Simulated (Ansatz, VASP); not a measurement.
# Hg: VASP beside Ansatz

```xyz
1
Lattice="1.7184 0.9921 2.2190 -1.7184 0.9921 2.2190 0.0000 -1.9842 2.2190" Properties=species:S:1:pos:R:3 pbc="T T T"
Hg    0.0000    0.0000    0.0000
```

Change from the starting cell: volume scaled by 0.98, PAW files.

Alike in both runs: task electric field gradients; functional LDA; k mesh 12 × 12 × 12; occupations fermi-dirac, width 0.03 eV; no spin polarisation.

```csv
,VASP,Ansatz
version,VASP 6.6.1,Ansatz 0.2.0
potentials or method,"VASP PAW LDA potentials, release 64 (Hg_sv_GW)","PAW with Ansatz's default frozen-core files, scalar-relativistic"
plane-wave cutoff (eV),410,420
valence electrons in the cell,20,20
```

|  | VASP | Ansatz | Ansatz less VASP |
| --- | --- | --- | --- |
| size of Vzz on the site where it differs most (V/Å²) | 141.4 | 124.4 | -17.00 |

LDA's correlation is that of Perdew and Zunger in VASP and of Perdew and Wang (1992) in Ansatz.

Spin-orbit coupling is off throughout.
